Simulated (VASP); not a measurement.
Wanted: the native input for a VASP 6.6.1 run.

```yaml
Task: single point
Functional: PBE
Potentials_or_basis: VASP PAW PBE potentials, release 64 (In_d, P)
Cutoff: 520 eV
k_mesh: 8 × 8 × 8
Occupations: gaussian, width 0.015 eV
Spin: no spin polarisation
Dipole_correction: no
Further_INCAR_settings: ALGO = Normal; EDIFF = 1e-06; NBANDS = 16
```

The structure of InP lies in POSCAR:

```
InP
1.0
    0.0000000000      2.9305000000      2.9305000000
    2.9305000000      0.0000000000      2.9305000000
    2.9305000000      2.9305000000      0.0000000000
In P
1 1
Direct
    0.0000000000      0.0000000000      0.0000000000
    0.7500000000      0.7500000000      0.7500000000
```

These files were run (other wordings do the same):

INCAR

```
SYSTEM = InP
  PREC = Accurate
  ENCUT = 520
  EDIFF = 1E-6
  ISMEAR = 0
  SIGMA = 0.015
  LREAL = .FALSE.
  LASPH = .TRUE.
  NELM = 100
  ALGO = Normal
  ISIF = 2
  LWAVE = .FALSE.
  LCHARG = .FALSE.
  GGA = PE
  NBANDS = 16
```

KPOINTS

```
regular mesh
0
G
  8 8 8
  0 0 0
```

Potentials or basis: VASP PAW PBE potentials, release 64 (In_d, P).

The run is started by

```sh
$ cat potpaw_PBE.64/In_d/POTCAR potpaw_PBE.64/P/POTCAR > POTCAR
$ mpirun -np 1 vasp_std > vasp.out
```

It gave:

```yaml
Pressure: 3.3 GPa
Band_gap_on_the_k_mesh: 0.71 eV, direct
```

Caveat: spin-orbit coupling is left out, which moves the levels of the heavy elements.

Wall time 20 s on 1 thread of Intel(R) Xeon(R) Platinum 8259CL CPU @ 2.50GHz (Skylake/Cascade Lake), with other jobs on the host, peak memory 0.18 GiB.
